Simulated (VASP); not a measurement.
Runs of VASP 6.6.1 on Si. Symmetry: P6_3/mmc, No. 194, hexagonal system. Conventional cell: a = 3.831 Å, b = 3.831 Å, c = 6.333 Å, α = 90.00°, β = 90.00°, γ = 120.00°. Si (site symmetry 3m) has 4 Si at 2.35 to 2.37 Å within 3.1 Å. This isn't the form of Si at room conditions, which is diamond.

```csv
k mesh,gap on the mesh (eV),pressure (GPa),largest force (eV/Å)
4 × 4 × 2,(c),(b),0.06
3 × 3 × 2,0.71,(a),0.10
6 × 6 × 3,0.42,1.4,0.01
5 × 5 × 3,0.54,1.5,0.01
```

Alike in all rows: task single point; level PBE; potentials or basis VASP PAW PBE potentials, release 64 (Si); no spin polarisation; cell as given; cutoff (eV) 500; smearing fermi-dirac 0.1 eV.

**Question.** Fill in the values left out.

**Answer.** (a) 2.5; (b) 1.7; (c) 0.41.

Caveats: some runs use coarse meshes; semilocal functionals underestimate gaps, and a narrow one can read as zero.

A k mesh can miss the band edges.
